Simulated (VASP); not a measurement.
Set up this calculation in VASP 6.6.1, as the native input.

- Task: relaxation of cell and atoms
- Functional: PBE
- Potentials or basis: VASP PAW PBE potentials, release 64 (Pt)
- Cutoff: 600 eV
- k mesh: 6 × 6 × 6
- Occupations: gaussian, width 0.1 eV
- Spin: no spin polarisation
- Dipole correction: no
- Further INCAR settings: ALGO = Normal; EDIFF = 1e-07; IBRION = 2; EDIFFG = -0.04; NSW = 90; ISIF = 3

The structure of Pt lies in POSCAR:

```
Pt
1.0
    0.0000000000      2.8738654400      2.8738654400
    2.8738654400      0.0000000000      2.8738654400
    2.8738654400      2.8738654400      0.0000000000
Pt
3
Direct
    0.2500000000      0.2500000000      0.2500000000
    0.7500000000      0.7500000000      0.7500000000
    0.0000000000      0.0000000000      0.0000000000
```

The cell was built from a structure type or drawn by symmetry, and may not be a known phase.

These files were run (other wordings do the same):

INCAR

```
SYSTEM = Pt
PREC = Accurate
ENCUT = 600
EDIFF = 1E-7
ISMEAR = 0
SIGMA = 0.1
LREAL = .FALSE.
LASPH = .TRUE.
NELM = 100
ALGO = Normal
ISIF = 3
LWAVE = .FALSE.
LCHARG = .FALSE.
GGA = PE
IBRION = 2
NSW = 90
EDIFFG = -0.04
```

KPOINTS

```
regular mesh
0
G
  6 6 6
  0 0 0
```

Potentials or basis: VASP PAW PBE potentials, release 64 (Pt).

Command:

```console
$ cat potpaw_PBE.64/Pt/POTCAR > POTCAR
$ mpirun -np 1 vasp_std > vasp.out
```

It gave:

The relaxed volume is 18.60 Å³/atom and the relaxed cell is a = 4.289 Å, b = 4.289 Å, c = 4.289 Å, α = 60.00°, β = 60.00°, γ = 60.00°. The space group after relaxing (to 0.1 Å) is Fm-3m (No. 225) and the pressure after relaxing is 0.0 GPa. The band gap on the k mesh is zero (bands 15 and 16 overlap by 0.79 eV).

Caveat: the volume moved by over 15 % at a fixed basis, so the end points are rough; spin-orbit coupling is left out, which moves the levels of the heavy elements.

Wall time 52 s on 1 thread of Intel(R) Xeon(R) Platinum 8488C (Sapphire Rapids), on a shared host, peak memory 0.19 GiB.
